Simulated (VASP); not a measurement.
SrCd, 2 atoms in the cell. Symmetry: P4/mmm, No. 123, tetragonal system. Conventional cell: a = 4.003 Å, b = 4.003 Å, c = 3.923 Å, α = 90.00°, β = 90.00°, γ = 90.00°. Sr (site symmetry 4/mmm) has 8 Cd at 3.44 Å and 6 Sr at 3.92 to 4.00 Å within 4.5 Å. Cd (site symmetry 4/mmm) has 8 Sr at 3.44 Å and 6 Cd at 3.92 to 4.00 Å within 4.5 Å.  This cell differs from its parent crystal: zz strain of -2 %.

```yaml
Program: VASP 6.6.1
Task: single point
Functional: LDA
Potentials_or_basis: VASP PAW LDA potentials, release 64 (Sr_sv, Cd)
Cutoff: 520 eV
k_mesh: 10 × 10 × 10
Occupations: fermi-dirac, width 0.08 eV
Spin: no spin polarisation
Dipole_correction: no
Further_INCAR_settings: ALGO = Normal; EDIFF = 1e-07; NBANDS = 18
```

Potentials or basis: VASP PAW LDA potentials, release 64 (Sr_sv, Cd).

Launch:

```bash
$ cat potpaw_LDA.64/Sr_sv/POTCAR potpaw_LDA.64/Cd/POTCAR > POTCAR
$ mpirun -np 1 vasp_std > vasp.out
```

Hardware: 1 thread of AMD EPYC 7R43 64-Core Processor (Zen 3), with other jobs on the host.

How long does it take, and how much memory?

Wall time 2.2 min on 1 thread of AMD EPYC 7R43 64-Core Processor (Zen 3) (shared host), peak memory 0.22 GiB. Counts: scf iterations 13, k points 126.
